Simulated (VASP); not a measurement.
Crystal: SnS2 (Berndtite-2T).

```
CELL_PARAMETERS angstrom
3.66863 0.00000 0.00000
-1.83431 3.17712 0.00000
0.00000 0.00000 5.80963
ATOMIC_POSITIONS crystal
Sn 0.00000 0.00000 0.00000
S 0.33333 0.66667 0.25447
S 0.66667 0.33333 0.74553
```

```yaml
Program: VASP 6.6.1
Task: relaxation of cell and atoms
Functional: PBEsol
Potentials_or_basis: VASP PAW PBE potentials, release 64 (Sn_d, S)
Cutoff: 500 eV
k_mesh: 9 × 9 × 6
Occupations: gaussian, width 0.02 eV
Spin: no spin polarisation
```

At the start: pressure -0.7 GPa; volume 22.57 Å³/atom.

Question: Where does the relaxation end?

Answer: Over 15 steps the energy falls by 2.5 meV/atom and the volume is 23.19 Å³/atom (+2.7 %); space group P-3m1 (No. 164, to 0.05 Å).

The path:
```
step  energy change (eV)  largest force (eV/Å)  pressure (GPa)  volume (Å³)
   1              0.0000                0.1428           -0.68        67.72
   2             -0.0009                0.0415            0.78        66.78
   3             -0.0019                0.0360            0.17        67.17
   4             -0.0026                0.0430            0.16        67.27
   5             -0.0040                0.0635            0.17        67.57
   6             -0.0043                0.1051            0.18        68.16
   7             -0.0046                0.0869            0.17        67.92
   8             -0.0052                0.0807            0.14        68.09
   9             -0.0064                0.0616            0.01        68.60
  10             -0.0074                0.0236           -0.21        69.63
  11             -0.0074                0.0351            0.15        69.56
  12             -0.0075                0.0114            0.00        69.59
  13             -0.0076                0.0043            0.02        69.58
  14             -0.0076                0.0017            0.03        69.57
  15             -0.0076                0.0001            0.03        69.57
```

Final structure:
```xyz
3
Lattice="3.6495 0.0000 0.0000 -1.8248 3.1606 0.0000 0.0000 0.0000 6.0315" Properties=species:S:1:pos:R:3 pbc="T T T"
Sn    0.0000    0.0000    0.0000
S     0.0000    2.1071    1.4742
S     1.8248    1.0535    4.5573
```

Caveat: the PAW data sets were made with another functional, which shifts forces and pressure a little; this functional lacks dispersion, which binds the layers, so the pressure and a relaxed spacing across them are unreliable.
